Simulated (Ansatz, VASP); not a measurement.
**BaSr3 in VASP and in Ansatz**

INCAR

```
SYSTEM = BaSr3
PREC = Accurate
ENCUT = 520
EDIFF = 1E-6
ISMEAR = 0
SIGMA = 0.05
LREAL = .False.
LASPH = .True.
NELM = 100
ALGO = Fast
ISIF = 2
LWAVE = .False.
LCHARG = .False.
GGA = CA
NBANDS = 28
```

File KPOINTS:

```
regular mesh
0
Gamma
  6 6 6
  0 0 0
```

Contents of POSCAR:

```
BaSr3
1.0
    6.2131873200      0.0000000000      0.0000000000
    0.0000000000      6.2131873200      0.0000000000
   -3.1065936600     -3.1065936600      6.1546734900
Ba Sr
1 3
Direct
    0.0000000000      0.0000000000      0.0000000000
    0.2500000000      0.7500000000      0.5000000000
    0.7540619539      0.2540619539      0.5081239078
    0.5000000000      0.5000000000      0.0000000000
```

Input for Ansatz:

```yaml
crystal:
  lattice:
    - [6.21318732, 0.0, 0.0]
    - [0.0, 6.21318732, 0.0]
    - [-3.10659366, -3.10659366, 6.15467349]
  atoms:
    - { symbol: Ba, position: [0.0, 0.0, 0.0] }
    - { symbol: Sr, position: [0.25, 0.75, 0.5] }
    - { symbol: Sr, position: [0.7540619539, 0.2540619539, 0.5081239078] }
    - { symbol: Sr, position: [0.5, 0.5, 0.0] }
basis:
  ecutwfc: 420
  fft_grid_basis: typed
kpoints:
  mp_grid: { grid: [6, 6, 6] }
hamiltonian:
  xc: lda
  pseudopotentials: { kind: paw }
scf:
  occupations: { method: gaussian, width: 0.05 }
output:
  forces: true
  stress: true
  eigenvalues: true
  bader: true
  write_density: true
  volumetric_format: npy
```

Alike in both runs: task single point; functional LDA; k mesh 6 × 6 × 6; occupations gaussian, width 0.05 eV; no spin polarisation.

```csv
,VASP,Ansatz
version,VASP 6.6.1,Ansatz 0.2.0
potentials or method,"VASP PAW LDA potentials, release 64 (Ba_sv, Sr_sv), cutoff 520 eV","scalar-relativistic, plane waves, PAW"
valence electrons in the cell,40,40
```

|  | VASP | Ansatz | Ansatz less VASP |
| --- | --- | --- | --- |
| gap on the k mesh at the Fermi level (eV) | none | none | - |
| pressure (GPa) | -1.6 | -1.6 | 0.00 |
| rms of the force components (eV/Å) | 0.021 | 0.021 | -0.0002 |

LDA's correlation is that of Perdew and Zunger in VASP and of Perdew and Wang (1992) in Ansatz. Atom by atom the forces differ by 0.000 eV/Å (rms over components). A gap of «none» marks a metal or a gap that the smearing closes.

Neither program's run includes spin-orbit coupling.
